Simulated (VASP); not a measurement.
# TaF3 (P4/mmm) in VASP: a series of runs, part 2 of 2

VASP 6.6.1. Earlier steps stand in the parts before.

### 3 Single point, PBEsol (strain +0.000 along x and y, +0.015 along z)

INCAR

```
SYSTEM = TaF3
  ALGO = Normal
  EDIFF = 1E-6
  ENCUT = 520
  GGA = PS
  ISIF = 2
  ISMEAR = 0
  LASPH = .TRUE.
  LCHARG = .FALSE.
  LREAL = .FALSE.
  LWAVE = .FALSE.
  NBANDS = 24
  NELM = 80
  PREC = Accurate
  SIGMA = 0.15
```

KPOINTS

```
k-points
0
G
  12 12 12
  0 0 0
```

POSCAR

```
TaF3
1.0
    3.9012000000      0.0000000000      0.0000000000
    0.0000000000      3.9012000000      0.0000000000
    0.0000000000      0.0000000000      3.9597180000
Ta F
1 3
Direct
    0.0000000000      0.0000000000      0.0000000000
    0.5000000000      0.0000000000      0.0000000000
    0.0000000000      0.5000000000      0.0000000000
    0.0000000000      0.0000000000      0.5000000000
```

Potentials or basis: VASP PAW PBE potentials, release 64 (Ta_pv, F).

Run with:

```sh
> cat potpaw_PBE.64/Ta_pv/POTCAR potpaw_PBE.64/F/POTCAR > POTCAR
> mpirun -np 1 vasp_std > vasp.out
```

OUTCAR:

```text
SYSTEM = TaF3
   EDIFF = 1E-6
   ENCUT = 520
   GGA = PS
   ISIF = 2
   ISMEAR = 0
   LASPH = .TRUE.
   LREAL = .FALSE.
   NELM = 80
   PREC = Accurate

 ion  position               nearest neighbor table
   1  0.000  0.000  0.000-   2 1.95   3 1.95   3 1.95   2 1.95   4 1.98   4 1.98
   2  0.500  0.000  0.000-   1 1.95   1 1.95
   3  0.000  0.500  0.000-   1 1.95   1 1.95
   4  0.000  0.000  0.500-   1 1.98   1 1.98

  LATTYP: Found a simple tetragonal cell.
 ALAT       =     3.9012000000
 C/A-ratio  =     1.0150000000

  Lattice vectors:

 A1 = (   3.9012000000,   0.0000000000,   0.0000000000)
 A2 = (   0.0000000000,   3.9012000000,   0.0000000000)
 A3 = (   0.0000000000,   0.0000000000,   3.9597180000)

Analysis of symmetry for initial positions (statically):
=====================================================================
 Subroutine PRICEL returns:
 Original cell was already a primitive cell.

 Routine SETGRP: Setting up the symmetry group for a
 simple tetragonal supercell.

 Subroutine GETGRP returns: Found 16 space group operations
 (whereof 16 operations were pure point group operations)
 out of a pool of 16 trial point group operations.

The static configuration has the point symmetry D_4h.

Analysis of symmetry for dynamics (positions and initial velocities):
=====================================================================
 Subroutine PRICEL returns:
 Original cell was already a primitive cell.

 Routine SETGRP: Setting up the symmetry group for a
 simple tetragonal supercell.

 Subroutine GETGRP returns: Found 16 space group operations
 (whereof 16 operations were pure point group operations)
 out of a pool of 16 trial point group operations.

The dynamic configuration has the point symmetry D_4h.

 Subroutine INISYM returns: Found 16 space group operations
[... 118 lines left out ...]
   IALGO  =     38    algorithm
   IMIX   =      4    mixing-type and parameters
     AMIX     =   0.40;   BMIX     =  1.00
     AMIX_MAG =   1.60;   BMIX_MAG =  1.00
  volume/ion in A,a.u.               =      15.07       101.67
  Fermi-wavevector in a.u.,A,eV,Ry     =   1.325678  2.505167 23.911167  1.757421
  Thomas-Fermi vector in A             =   2.455121
   LORBIT       =      0    0 simple, 1 ext, 2 COOP (PROOUT), +10 PAW based schemes
   GGA     = PS    functional components
   LHFCALC =     F    Hartree Fock is set to
   AEXX    =    0.0000 exact exchange contribution
   IVDW    =     0    specifies the selected vdW correction
   LEPSILON=     F    determine dielectric tensor
   LRPA    =     F    only Hartree local field effects (RPA)
 non-spin polarized calculation
 Gauss-broadening in eV      SIGMA  =   0.15
  energy-cutoff  :      520.00
  volume of cell :       60.26
 maximum number of plane-waves:      1644
 NGX is ok and might be reduce to    30
   NGX = 15   NGY = 15   NGZ = 15

 number of electron      31.9999987 magnetization

 Free energy of the ion-electron system (eV)
  ---------------------------------------------------
  ext. energy  EPLUGINS =         0.00000000
  ---------------------------------------------------
  free energy    TOTEN  =       -27.50449127 eV

  energy without entropy =      -27.47415543  energy(sigma->0) =      -27.48932335

 E-fermi :   4.6568     XC(G=0):  -9.1258

 val. band max:        4.6521508311   @ k =   0.3333   0.0000   0.1667
 cond. band min:       4.6585762422   @ k =   0.1667   0.0833   0.3333
 fundamental gap:      0.0064254111
 Fermi energy:         4.6567705276

 k-point     1 :       0.0000    0.0000    0.0000
  band No.  band energies     occupation
      1     -32.3445      2.00000
      2     -32.3445      2.00000
      3     -32.2758      2.00000
      4     -24.1960      2.00000
      5     -23.9195      2.00000
      6     -23.6688      2.00000
[... 637 lines left out ...]
     23      11.5613      0.00000
     24      13.2642      0.00000

 [... further k-points ...]

------------------------ aborting loop because EDIFF is reached ----------------------------------------

  FORCE on cell =-STRESS in cart. coord.  units (eV):
  Direction    XX          YY          ZZ          XY          YZ          ZX
  --------------------------------------------------------------------------------------
  -------------------------------------------------------------------------------------
  Total        7.5279761      7.5279761      5.2685755      0.0000000      0.0000000      0.0000000
  in kB      200.1373414    200.1373414    140.0693454      0.0000000      0.0000000      0.0000000
  external PRESSURE =     180.1146761 kB  Pullay stress =       0.0000000 kB

 VOLUME and BASIS-vectors are now :
 -----------------------------------------------------------------------------
  energy-cutoff  :      520.00
  volume of cell :       60.26
      direct lattice vectors                 reciprocal lattice vectors
     3.901200000  0.000000000  0.000000000     0.256331385  0.000000000  0.000000000
     0.000000000  3.901200000  0.000000000     0.000000000  0.256331385  0.000000000
     0.000000000  0.000000000  3.959718000     0.000000000  0.000000000  0.252543237

 POSITION                                       TOTAL-FORCE (eV/Angst)
 -----------------------------------------------------------------------------------
      0.00000      0.00000      0.00000         0.000000      0.000000      0.000000
      1.95060      0.00000      0.00000         0.000000      0.000000      0.000000
      0.00000      1.95060      0.00000         0.000000      0.000000      0.000000
      0.00000      0.00000      1.97986         0.000000      0.000000      0.000000
 -----------------------------------------------------------------------------------
    total drift:                                0.000000      0.000000      0.000000

  FREE ENERGIE OF THE ION-ELECTRON SYSTEM (eV)
  ---------------------------------------------------
  free  energy   TOTEN  =       -27.5044912657 eV

  energy  without entropy=      -27.4741554303  energy(sigma->0) =      -27.48932335
```

OSZICAR:

```text
N       E                     dE             d eps       ncg     rms          rms(c)
DAV:   1     0.265813288733E+03    0.26581E+03   -0.18047E+04  9416   0.131E+03
DAV:   2    -0.157344527306E+02   -0.28155E+03   -0.27150E+03 11880   0.370E+02
DAV:   3    -0.291790269920E+02   -0.13445E+02   -0.13361E+02 11696   0.810E+01
DAV:   4    -0.292890422275E+02   -0.11002E+00   -0.10998E+00 10408   0.823E+00
DAV:   5    -0.292901796168E+02   -0.11374E-02   -0.11373E-02 11632   0.805E-01    0.296E+01
DAV:   6    -0.275132147931E+02    0.17770E+01   -0.61158E+00  9904   0.228E+01    0.151E+01
DAV:   7    -0.274986956157E+02    0.14519E-01   -0.18414E-01 10240   0.389E+00    0.845E+00
DAV:   8    -0.275019029806E+02   -0.32074E-02   -0.19106E-02 10744   0.135E+00    0.116E+00
DAV:   9    -0.275016109379E+02    0.29204E-03   -0.17589E-03 11376   0.327E-01    0.172E-01
DAV:  10    -0.275039294685E+02   -0.23185E-02   -0.26743E-03  9456   0.313E-01    0.315E-02
DAV:  11    -0.275044211126E+02   -0.49164E-03   -0.45270E-04 10096   0.107E-01    0.156E-02
DAV:  12    -0.275044783599E+02   -0.57247E-04   -0.46748E-05  9984   0.365E-02    0.289E-02
DAV:  13    -0.275044893399E+02   -0.10980E-04   -0.95530E-06  9376   0.143E-02    0.844E-03
DAV:  14    -0.275044910940E+02   -0.17541E-05   -0.25490E-06  8544   0.948E-03    0.648E-04
DAV:  15    -0.275044912657E+02   -0.17177E-06   -0.21764E-07  7696   0.301E-03
   1 F= -.27504491E+02 E0= -.27489323E+02  d E =-.303358E-01
```

Wall time 3.8 min (1 thread of Intel Xeon Platinum 8259CL at 2.50GHz (Skylake/Cascade Lake), shared host); peak memory 0.35 GiB.

What came out:

```
Free energy            : -27.5045 eV
Pressure               : 18.0 GPa
Band gap on the k mesh : zero (bands 16 and 17 overlap by 2.96 eV)
```

Caveat: the cell differs from its parent crystal (strain +0.000 along x and y, +0.015 along z); the stress differs along the axes, from 14 to 20 GPa; the PAW data sets were made with another functional, which shifts forces and pressure a little; spin-orbit coupling is left out, which moves the levels of the heavy elements.
